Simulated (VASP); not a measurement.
# SnSe in VASP: single point with r2SCAN

Aim: the single point of SnSe with r2SCAN.

Program: VASP 6.6.1. These are calculated values, not measurements. Logs are shortened: lines on timing, memory, paths and dates and some standing lists are left out, and cuts for length are marked.

## 1. The cell of the first run

The cell holds a slab with vacuum, 4 atoms: a = 4.393 Å, b = 4.179 Å, c = 10.990 Å, α = 90.00°, β = 90.00°, γ = 90.00°.

## 2. Single point, r2SCAN (strain +0.0250 x Voigt [1, -1, 0, 0, 0, 0])

Input file POSCAR:

```
SnSe
1.0
    4.3932471935      0.0000000000      0.0000000000
    0.0000000000      4.1789424523      0.0000000000
    0.0000000000      0.0000000000     10.9898489716
Sn Se
2 2
Direct
    0.5000000000      0.0000000000      0.3713940265
    0.0000000000      0.5000000000      0.6286059735
    0.5000000000      0.0000000000      0.6150878825
    0.0000000000      0.5000000000      0.3849121175
```

Input file INCAR.step1:

```
  PREC = Accurate
  ENCUT = 520
  ISMEAR = 0
  SIGMA = 0.05
  LREAL = False
  LASPH = True
  NELM = 80
  NBANDS = 28
  GGA = PE
  ALGO = Normal
  EDIFF = 1E-4
  LWAVE = True
  LCHARG = False
```

Input file INCAR.step2:

```
  PREC = Accurate
  ENCUT = 520
  EDIFF = 1E-7
  ISMEAR = 0
  SIGMA = 0.05
  LREAL = False
  LASPH = True
  NELM = 80
  ALGO = Normal
  ISIF = 2
  LWAVE = False
  LCHARG = False
  METAGGA = R2SCAN
  LMIXTAU = True
  NBANDS = 28
  ISTART = 1
```

Input file KPOINTS:

```
regular mesh
0
Gamma
  6 6 4
```

Potentials or basis: VASP PAW PBE potentials, release 64 (Sn_d, Se).

Started as:

```sh
> cat potpaw_PBE.64/Sn_d/POTCAR potpaw_PBE.64/Se/POTCAR > POTCAR
> cp INCAR.step1 INCAR
> mpirun -np 1 vasp_std > vasp.out
> cp INCAR.step2 INCAR
> mpirun -np 1 vasp_std > vasp.out
```

OUTCAR:

```text
PREC = Accurate
   ENCUT = 520
   EDIFF = 1E-7
   ISMEAR = 0
   LREAL = False
   LASPH = True
   NELM = 80
   ISIF = 2
   METAGGA = R2SCAN
   ISTART = 1

 ion  position               nearest neighbor table
   1  0.500  0.000  0.371-   3 2.68   4 3.04   4 3.04   4 3.04   4 3.04
   2  0.000  0.500  0.629-   4 2.68   3 3.04   3 3.04   3 3.04   3 3.04
   3  0.500  0.000  0.615-   1 2.68   2 3.04   2 3.04   2 3.04   2 3.04
   4  0.000  0.500  0.385-   2 2.68   1 3.04   1 3.04   1 3.04   1 3.04

  LATTYP: Found a simple orthorhombic cell.
 ALAT       =     4.1789424523
 B/A-ratio  =     1.0512820513
 C/A-ratio  =     2.6298158199

  Lattice vectors:

 A1 = (   0.0000000000,  -4.1789424523,   0.0000000000)
 A2 = (   4.3932471935,   0.0000000000,   0.0000000000)
 A3 = (   0.0000000000,   0.0000000000,  10.9898489716)

Analysis of symmetry for initial positions (statically):
=====================================================================
 Subroutine PRICEL returns:
 Original cell was already a primitive cell.

 Routine SETGRP: Setting up the symmetry group for a
 simple orthorhombic supercell.

 Subroutine GETGRP returns: Found  8 space group operations
 (whereof  4 operations were pure point group operations)
 out of a pool of  8 trial point group operations.

The static configuration has the point symmetry C_2v.
 The point group associated with its full space group is D_2h.

Analysis of symmetry for dynamics (positions and initial velocities):
=====================================================================
 Subroutine PRICEL returns:
 Original cell was already a primitive cell.

 Routine SETGRP: Setting up the symmetry group for a
 simple orthorhombic supercell.

 Subroutine GETGRP returns: Found  8 space group operations
 (whereof  4 operations were pure point group operations)
 out of a pool of  8 trial point group operations.

The dynamic configuration has the point symmetry C_2v.
 The point group associated with its full space group is D_2h.

 Subroutine INISYM returns: Found  8 space group operations
 (whereof  4 operations are pure point group operations),
 and found     1 'primitive' translations

----------------------------------------------------------------------------------------

                                     Primitive cell

  volume of cell :     201.7640

  direct lattice vectors                    reciprocal lattice vectors
     4.393247193  0.000000000  0.000000000     0.227622065  0.000000000  0.000000000
     0.000000000  4.178942452  0.000000000     0.000000000  0.239294992  0.000000000
     0.000000000  0.000000000 10.989848972     0.000000000  0.000000000  0.090993061

  length of vectors
     4.393247193  4.178942452 10.989848972     0.227622065  0.239294992  0.090993061

  position of ions in fractional coordinates (direct lattice)
     0.500000000  0.000000000  0.371394026
     0.000000000  0.500000000  0.628605974
     0.500000000  0.000000000  0.615087882
     0.000000000  0.500000000  0.384912118

  ion indices of the primitive-cell ions
   primitive index   ion index
                 1           1
                 2           2
                 3           3
                 4           4

----------------------------------------------------------------------------------------

 KPOINTS: regular mesh

Automatic generation of k-mesh.
 Grid dimensions read from file:
 generate k-points for:    6    6    4

 Generating k-lattice:

  Cartesian coordinates                     Fractional coordinates (reciprocal lattice)
     0.037937011  0.000000000  0.000000000     0.166666667  0.000000000  0.000000000
     0.000000000  0.039882499  0.000000000     0.000000000  0.166666667  0.000000000
     0.000000000  0.000000000  0.022748265     0.000000000  0.000000000  0.250000000

  Length of vectors
     0.037937011  0.039882499  0.022748265

  Shift w.r.t. Gamma in fractional coordinates (k-lattice)
     0.000000000  0.000000000  0.000000000

 Subroutine IBZKPT returns following result:
 ===========================================

 Found     48 irreducible k-points:

 Following reciprocal coordinates:
            Coordinates               Weight
  0.000000  0.000000  0.000000      1.000000
  0.166667  0.000000  0.000000      2.000000
  0.333333  0.000000  0.000000      2.000000
  0.500000  0.000000  0.000000      1.000000
  0.000000  0.166667  0.000000      2.000000
  0.166667  0.166667  0.000000      4.000000
[... 16 lines left out ...]
  0.333333  0.166667  0.250000      8.000000
  0.500000  0.166667  0.250000      4.000000
 [... further k-points ...]
   k-points           NKPTS =     48   k-points in BZ     NKDIM =     48   number of bands    NBANDS=     28
   number of dos      NEDOS =    301   number of ions     NIONS =      4
   total plane-waves  NPLWV =  96768
   dimension x,y,z NGX =    36 NGY =   32 NGZ =   84
   dimension x,y,z NGXF=    72 NGYF=   64 NGZF=  168
   ions per type =               2   2
   NGX,Y,Z   is equivalent  to a cutoff of  13.62, 12.73, 12.71 a.u.
   NGXF,Y,Z  is equivalent  to a cutoff of  27.25, 25.46, 25.41 a.u.
 SYSTEM =  unknown system
   PREC   = accura    normal or accurate (medium, high low for compatibility)
   ISTART =      1    job   : 0-new  1-cont  2-samecut
   ICHARG =      0    charge: 1-file 2-atom 10-const
   ISPIN  =      1    spin polarized calculation?
   LNONCOLLINEAR =      F non collinear calculations
   LSORBIT =      F    spin-orbit coupling
   LASPH  =      T    aspherical Exc in radial PAW
   ENCUT  =  520.0 eV  38.22 Ry    6.18 a.u.   8.17  7.77 20.43*2*pi/ulx,y,z
   NELM   =     80;   NELMIN=  2; NELMDL=  0     # of ELM steps
   EDIFF  = 0.1E-06   stopping-criterion for ELM
   LREAL  =      F    real-space projection
   EDIFFG = 0.1E-05   stopping-criterion for IOM
   NSW    =      0    number of steps for IOM
   IBRION =     -1    ionic relax: 0-MD 1-quasi-New 2-CG
   NFREE  =      0    steps in history (QN), initial steepest desc. (CG)
   ISIF   =      2    stress and relaxation
   ISYM   =      2    0-nonsym 1-usesym 2-fastsym
   POTIM  = 0.5000    time-step for ionic-motion
   TEBEG  =    0.0;   TEEND  =   0.0 temperature during run
   PSTRESS=    0.0 pullay stress
   NELECT =      40.0000    total number of electrons
   NUPDOWN=      -1.0000    fix difference up-down
   EMIN   =  10.00;   EMAX   =-10.00  energy-range for DOS
   EFERMI =   0.00;   METHOD = LEGACY
   ISMEAR =     0;   SIGMA  =   0.05  broadening in eV -4-tet -1-fermi 0-gaus
   EFERMI_NEDOS =   21; number of points for ismear=-14 and -15
   IALGO  =     38    algorithm
   IMIX   =      4    mixing-type and parameters
     AMIX     =   0.40;   BMIX     =  1.00
     AMIX_MAG =   1.60;   BMIX_MAG =  1.00
  volume/ion in A,a.u.               =      50.44       340.39
  Fermi-wavevector in a.u.,A,eV,Ry     =   0.954583  1.803900 12.398012  0.911228
  Thomas-Fermi vector in A             =   2.083343
   LORBIT       =      0    0 simple, 1 ext, 2 COOP (PROOUT), +10 PAW based schemes
   METAGGA = R2SCAN    functional components
   LHFCALC =     F    Hartree Fock is set to
   AEXX    =    0.0000 exact exchange contribution
   IVDW    =     0    specifies the selected vdW correction
   LEPSILON=     F    determine dielectric tensor
   LRPA    =     F    only Hartree local field effects (RPA)
 non-spin polarized calculation
 Gauss-broadening in eV      SIGMA  =   0.05
  energy-cutoff  :      520.00
  volume of cell :      201.76
 maximum number of plane-waves:      5480
 NGX is ok and might be reduce to    36
   NGX = 17   NGY = 15   NGZ = 41

 number of electron      39.9999996 magnetization

 Free energy of the ion-electron system (eV)
  ---------------------------------------------------
  ext. energy  EPLUGINS =         0.00000000
  ---------------------------------------------------
  free energy    TOTEN  =       -79.55670560 eV

  energy without entropy =      -79.55670560  energy(sigma->0) =      -79.55670560

 E-fermi :   0.8406     XC(G=0):  -6.2114

 val. band max:        0.5384331852   @ k =   0.3333   0.0000   0.5000
 cond. band min:       2.0220975940   @ k =   0.0000   0.3333   0.5000
 fundamental gap:      1.4836644088
 Fermi energy:         0.8405545780

 k-point     1 :       0.0000    0.0000    0.0000
  band No.  band energies     occupation
      1     -21.3225      2.00000
      2     -21.3173      2.00000
      3     -21.3163      2.00000
      4     -21.3095      2.00000
      5     -21.2925      2.00000
      6     -21.2612      2.00000
[... 20 lines left out ...]
     27       6.5598      0.00000
     28       6.7350      0.00000

 k-point     2 :       0.1667    0.0000    0.0000
  band No.  band energies     occupation
      1     -21.3207      2.00000
      2     -21.3175      2.00000
      3     -21.3162      2.00000
      4     -21.3118      2.00000
      5     -21.2886      2.00000
      6     -21.2616      2.00000
[... 20 lines left out ...]
     27       6.2326      0.00000
     28       6.2398      0.00000

 k-point     3 :       0.3333    0.0000    0.0000
  band No.  band energies     occupation
      1     -21.3198      2.00000
      2     -21.3171      2.00000
      3     -21.3166      2.00000
      4     -21.3143      2.00000
      5     -21.2792      2.00000
      6     -21.2639      2.00000
[... 20 lines left out ...]
     27       5.8399      0.00000
     28       7.3946      0.00000

 k-point     4 :       0.5000    0.0000    0.0000
  band No.  band energies     occupation
      1     -21.3199      2.00000
      2     -21.3199      2.00000
      3     -21.3144      2.00000
      4     -21.3144      2.00000
      5     -21.2698      2.00000
      6     -21.2698      2.00000
[... 578 lines left out ...]
     27       6.0457      0.00000
     28       7.2126      0.00000

 k-point    23 :       0.3333    0.1667    0.2500
  band No.  band energies     occupation
      1     -21.3240      2.00000
      2     -21.3220      2.00000
      3     -21.3129      2.00000
      4     -21.3107      2.00000
      5     -21.2757      2.00000
      6     -21.2634      2.00000
[... 20 lines left out ...]
     27       6.2732      0.00000
     28       6.9967      0.00000

 k-point    24 :       0.5000    0.1667    0.2500
  band No.  band energies     occupation
      1     -21.3253      2.00000
      2     -21.3253      2.00000
      3     -21.3104      2.00000
      4     -21.3104      2.00000
      5     -21.2678      2.00000
      6     -21.2678      2.00000
[... 20 lines left out ...]
     27       6.9216      0.00000
     28       6.9216      0.00000

 [... further k-points ...]

------------------------ aborting loop because EDIFF is reached ----------------------------------------

  FORCE on cell =-STRESS in cart. coord.  units (eV):
  Direction    XX          YY          ZZ          XY          YZ          ZX
  --------------------------------------------------------------------------------------
  -------------------------------------------------------------------------------------
  Total       -0.6292775      0.6135489     -0.0119349      0.0000000      0.0000000      0.0000000
  in kB       -4.9969967      4.8720977     -0.0947735      0.0000000      0.0000000      0.0000000
  external PRESSURE =      -0.0732242 kB  Pullay stress =       0.0000000 kB

 VOLUME and BASIS-vectors are now :
 -----------------------------------------------------------------------------
  energy-cutoff  :      520.00
  volume of cell :      201.76
      direct lattice vectors                 reciprocal lattice vectors
     4.393247193  0.000000000  0.000000000     0.227622065  0.000000000  0.000000000
     0.000000000  4.178942452  0.000000000     0.000000000  0.239294992  0.000000000
     0.000000000  0.000000000 10.989848972     0.000000000  0.000000000  0.090993061

 POSITION                                       TOTAL-FORCE (eV/Angst)
 -----------------------------------------------------------------------------------
      2.19662      0.00000      4.08156         0.000000      0.000000     -0.004176
      0.00000      2.08947      6.90828         0.000000      0.000000      0.004176
      2.19662      0.00000      6.75972         0.000000      0.000000      0.008532
      0.00000      2.08947      4.23013         0.000000      0.000000     -0.008532
 -----------------------------------------------------------------------------------
    total drift:                                0.000000      0.000000      0.000000

  FREE ENERGIE OF THE ION-ELECTRON SYSTEM (eV)
  ---------------------------------------------------
  free  energy   TOTEN  =       -79.5567056046 eV

  energy  without entropy=      -79.5567056046  energy(sigma->0) =      -79.55670560
```

Run time: 40 min. Hardware: 1 thread of Oxide Virtual Turin-like, shared host; peak memory 0.46 GiB.

Results:

```yaml
Free_energy: -79.5567 eV
Largest_force: 0.009 eV/Å
Band_gap_on_the_k_mesh: 1.48 eV (least direct gap 1.68 eV)
```

Forces in eV/Å, atoms in the order of the input:
```
Sn   0.000  0.000 -0.004
Sn   0.000  0.000  0.004
Se   0.000  0.000  0.009
Se   0.000  0.000 -0.009
```

Levels at points of the mesh, in eV from the valence-band top:
```csv
k point,band 16,band 17,band 18,band 19,band 20,band 21,band 22,band 23,band 24,band 25
"(0.00, 0.00, 0.00)",-3.49,-2.99,-2.08,-1.65,-0.36,1.80,4.09,4.19,4.64,4.74
"(0.50, 0.00, 0.00)",-2.50,-1.55,-1.55,-0.10,-0.10,2.00,2.00,2.46,2.46,3.41
"(0.00, 0.50, 0.00)",-2.44,-1.83,-1.83,-0.39,-0.39,1.52,1.52,2.07,2.07,3.50
"(0.50, 0.50, 0.00)",-4.99,-3.38,-3.38,-1.85,-1.85,3.94,3.94,5.06,5.06,5.19
"(0.00, 0.00, 0.50)",-3.49,-2.99,-2.08,-1.65,-0.36,1.67,4.19,4.64,4.74,5.02
"(0.50, 0.00, 0.50)",-2.50,-1.55,-1.55,-0.10,-0.10,2.00,2.00,2.46,2.46,3.33
"(0.00, 0.50, 0.50)",-2.44,-1.83,-1.83,-0.39,-0.39,1.52,1.52,2.07,2.07,3.43
"(0.50, 0.50, 0.50)",-4.99,-3.38,-3.38,-1.84,-1.84,3.91,3.91,5.10,5.10,5.19
```

Caveat: the cell differs from its parent crystal (strain +0.0250 x Voigt [1, -1, 0, 0, 0, 0]); there is no dipole correction, which matters where the two faces differ; the PAW data sets were made with another functional, which shifts forces and pressure a little; spin-orbit coupling is left out, which moves the levels of the heavy elements.
